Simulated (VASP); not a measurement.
Write the native input for VASP 6.6.1 that does the following.

* Task: single point
* Functional: PBEsol
* Potentials or basis: VASP PAW PBE potentials, release 64 (F)
* Cutoff: 520 eV
* k mesh: 6 × 6 × 4
* Occupations: gaussian, width 0.05 eV
* Spin: no spin polarisation
* Dipole correction: no
* Further INCAR settings: ALGO = Normal; EDIFF = 1e-06; NBANDS = 22

The structure of F lies in POSCAR:

```
F
1.0
    3.5932197700     -2.1232795150      0.0000000000
    3.5932197700      2.1232795150      0.0000000000
    0.0000000000      0.0000000000      6.1844542200
F
4
Direct
    0.9125420000      0.0874580000      0.0960130000
    0.5874580000      0.4125420000      0.5960130000
    0.4125420000      0.5874580000      0.4039870000
    0.0874580000      0.9125420000      0.9039870000
```

This cell differs from its parent crystal: strain +0.015 along x and y, -0.030 along z.

These files were run (other wordings do the same):

INCAR

```
SYSTEM = F
PREC = Accurate ; ENCUT = 520
EDIFF = 1E-6 ; ISMEAR = 0
SIGMA = 0.05 ; LREAL = .FALSE.
LASPH = .TRUE. ; NELM = 80
ALGO = Normal ; ISIF = 2
LWAVE = .FALSE. ; LCHARG = .FALSE.
GGA = PS ; NBANDS = 22
```

KPOINTS

```
regular mesh
0
G
  6 6 4
  0 0 0
```

Potentials or basis: VASP PAW PBE potentials, release 64 (F).

Command:

```sh
$ cat potpaw_PBE.64/F/POTCAR > POTCAR
$ mpirun -np 1 vasp_std > vasp.out
```

Results of the run:

```json
{"Pressure": "0.3 GPa", "Largest force": "0.443 eV/Å", "Band gap on the k mesh": "3.33 eV"}
```

Caveat: the cell differs from its parent crystal (strain +0.015 along x and y, -0.030 along z); this functional lacks dispersion, which holds the molecules together, so the pressure and a relaxed volume are unreliable; the PAW data sets were made with another functional, which shifts forces and pressure a little.

It took 27 s on 1 thread of Intel(R) Xeon(R) Platinum 8559C (Emerald Rapids), on a shared host, peak memory 0.21 GiB.
